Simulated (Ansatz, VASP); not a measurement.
**One calculation of Ru2Pb, two programs**

Contents of INCAR:

```
ALGO = Normal
EDIFF = 1E-7
EDIFFG = -0.04
ENCUT = 600
GGA = PE
IBRION = 2
ISIF = 3
ISMEAR = 0
LASPH = True
LCHARG = False
LREAL = False
LWAVE = False
NELM = 100
NSW = 90
PREC = Accurate
SIGMA = 0.1
```

KPOINTS

```
k-points
0
Gamma
  6 6 6
```

Contents of POSCAR:

```
Ru2Pb
1.0
    1.7773436979      1.0261498624      5.3680326351
   -1.7773436979      1.0261498624      5.3680326351
    0.0000000000     -2.0522997249      5.3680326351
Ru Pb
2 1
Direct
    0.7500000000      0.7500000000      0.7500000000
    0.2500000000      0.2500000000      0.2500000000
    0.0000000000      0.0000000000      0.0000000000
```

Input for Ansatz:

```yaml
crystal:
  lattice:
    - [1.7773436979, 1.0261498624, 5.3680326351]
    - [-1.7773436979, 1.0261498624, 5.3680326351]
    - [0.0, -2.0522997249, 5.3680326351]
  atoms:
    - { symbol: Ru, position: [0.75, 0.75, 0.75] }
    - { symbol: Ru, position: [0.25, 0.25, 0.25] }
    - { symbol: Pb, position: [0.0, 0.0, 0.0] }
basis:
  ecutwfc: 420
kpoints:
  mp_grid: { grid: [6, 6, 6] }
hamiltonian:
  xc: pbe
scf:
  occupations: { method: gaussian, width: 0.1 }
  lower_state_search: "off"
output:
  forces: true
  stress: true
  eigenvalues: true
relax:
  adjacent_minimum: "off"
  f_tol: 0.04
  max_steps: 70
  cell: { stress_tol: 0.4 }
```

Alike in both runs: task relaxation of cell and atoms; functional PBE; k mesh 6 × 6 × 6; occupations gaussian, width 0.1 eV; no spin polarisation.

```csv
,VASP,Ansatz
version,VASP 6.6.1,Ansatz 0.2.0
potentials or method,"VASP PAW PBE potentials, release 64 (Ru_pv, Pb_d), cutoff 600 eV","scalar-relativistic, plane waves, PAW"
valence electrons in the cell,42,46
```

|  | VASP | Ansatz | Ansatz less VASP |
| --- | --- | --- | --- |
| gap on the k mesh at the Fermi level, each at its own relaxed structure (eV) | none | none | - |
| relaxed volume (Å³/atom) | 22.15 | 22.07 | -0.076 |
| relaxed cell length with the largest relative difference (Å) | 5.559 | 5.554 | -0.0043 |

A gap of «none» marks a metal or a gap that the smearing closes. VASP's potentials hold 42 valence electrons a cell and Ansatz's 46, so a difference there can come from the potentials and not from the codes.

Neither program's run includes spin-orbit coupling.
